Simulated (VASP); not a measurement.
Here is a VASP 6.6.1 calculation.

File INCAR:

```
PREC     = Accurate       # precision mode
ENCUT    = 500            # plane-wave cutoff, eV
EDIFF    = 1E-6           # SCF threshold, eV
ISMEAR   = -1             # smearing method
SIGMA    = 0.02           # smearing width, eV
LREAL    = F              # projectors in reciprocal space
LASPH    = T              # aspherical terms in the spheres
NELM     = 120            # most SCF steps
ALGO     = Normal         # electronic algorithm
ISIF     = 2              # what is computed and relaxed
LWAVE    = F              # write WAVECAR
LCHARG   = F              # write CHGCAR
NBANDS   = 17             # bands
GGA_COMPAT= F
```

File KPOINTS:

```
regular mesh
0
Gamma
  9 9 9
```

The input POSCAR:

```
SnSe
1.0
    0.0903000000      3.0551500000      3.0551500000
    3.0551500000      0.0903000000      3.0551500000
    3.0551500000      3.0551500000      0.0903000000
Sn Se
1 1
Direct
    0.0000000000      0.0000000000      0.0000000000
    0.5000000000      0.5000000000      0.5000000000
```

Potentials or basis: VASP PAW LDA potentials, release 64 (Sn_d, Se).

Launch:

```bash
$ cat potpaw_LDA.64/Sn_d/POTCAR potpaw_LDA.64/Se/POTCAR > POTCAR
$ mpirun -np 1 vasp_std > vasp.out
```

What does it give for the pressure?

-3.2 GPa.

Predict the band gap on the k mesh.

0.26 eV, indirect (least direct gap 0.51 eV).

Stress tensor (GPa, compression positive):
```
-3.16 -0.63 -0.63
-0.63 -3.16 -0.63
-0.63 -0.63 -3.16
```

Caveat: the cell differs from its parent crystal (equal xy, yz and zx shear strains of +3 %); spin-orbit coupling is left out, which moves the levels of the heavy elements. A k mesh can miss the band edges.
